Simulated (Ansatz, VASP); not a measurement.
**GaSb in VASP and in Ansatz**

```
Ga Sb
1.0
     0.00000    3.16607    3.05900
     3.05900    0.00000    3.05900
     3.05900    3.16607    0.00000
Ga Sb
1 1
Direct
  0.00000 0.00000 0.00000
  0.75000 0.75000 0.75000
```

Change from the starting cell: strain +0.0350 x Voigt [0, 1, 0, 0, 0, 0], atoms carried along.

Alike in both runs: task single point; functional PBEsol; k mesh 14 × 14 × 14; occupations gaussian, width 0.15 eV; no spin polarisation.

```csv
,VASP,Ansatz
version,VASP 6.6.1,Ansatz 0.2.0
potentials or method,"VASP PAW PBE potentials, release 64 (Ga_d, Sb), cutoff 520 eV","scalar-relativistic, plane waves, PAW"
valence electrons in the cell,18,28
```

|  | VASP | Ansatz | Ansatz less VASP |
| --- | --- | --- | --- |
| gap on the k mesh at the Fermi level (eV) | none | none | - |
| pressure (GPa) | -1.7 | -1.8 | -0.09 |
| traceless stress, the component that is largest in VASP (GPa) | -1.05 | -1.05 | -0.001 |

VASP's potentials were made for PBE, not for PBEsol. A gap of «none» marks a metal or a gap that the smearing closes. VASP's potentials hold 18 valence electrons a cell and Ansatz's 28, so a difference there can come from the potentials and not from the codes.

Neither program's run includes spin-orbit coupling.
